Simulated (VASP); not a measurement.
# As: single point with r2SCAN

As:

```
As
1.0
    -2.64931    2.64931    1.44525
     2.64931   -2.64931    1.44525
     2.64931    2.64931   -1.44525
As
2
Direct
  0.00000 0.00000 0.00000
  0.75000 0.25000 0.50000
```

```yaml
Program: VASP 6.6.1
Task: single point
Functional: r2SCAN
Potentials_or_basis: VASP PAW PBE potentials, release 64 (As)
Cutoff: 520 eV
k_mesh: 8 × 8 × 8
Occupations: gaussian, width 0.1 eV
Spin: no spin polarisation
```

- Pressure: -1.1 GPa
- Band gap on the k mesh: zero (band 5 reaches 9.31 eV, above the bottom of band 6 at 3.30 eV)

Stress tensor (GPa, compression positive):
```
 0.50  0.00  0.00
 0.00  0.50  0.00
 0.00  0.00 -4.44
```

Levels at points of the mesh, in eV from the Fermi level:
```
           k point  band 2  band 3  band 4  band 5  band 6  band 7  band 8  band 9
(0.00, 0.00, 0.00)   -8.22   -4.11   -4.11    3.24    4.52    4.52    4.69    4.81
(0.50, 0.00, 0.00)   -9.08   -5.18   -3.81   -3.29    0.89    1.58    2.53    7.65
(0.50, 0.50, 0.00)  -12.99   -1.45   -1.45   -0.49   -0.49    4.56    4.56    9.72
(0.50, 0.50, 0.50)  -11.97   -6.96   -6.96    3.58    3.58    7.02    7.02   12.49
```

Wall time 57 s on 1 thread of Intel(R) Xeon(R) 6975P-C (Granite Rapids) (shared host), peak memory 0.18 GiB.

Caveat: the PAW data sets were made with another functional, which shifts forces and pressure a little.
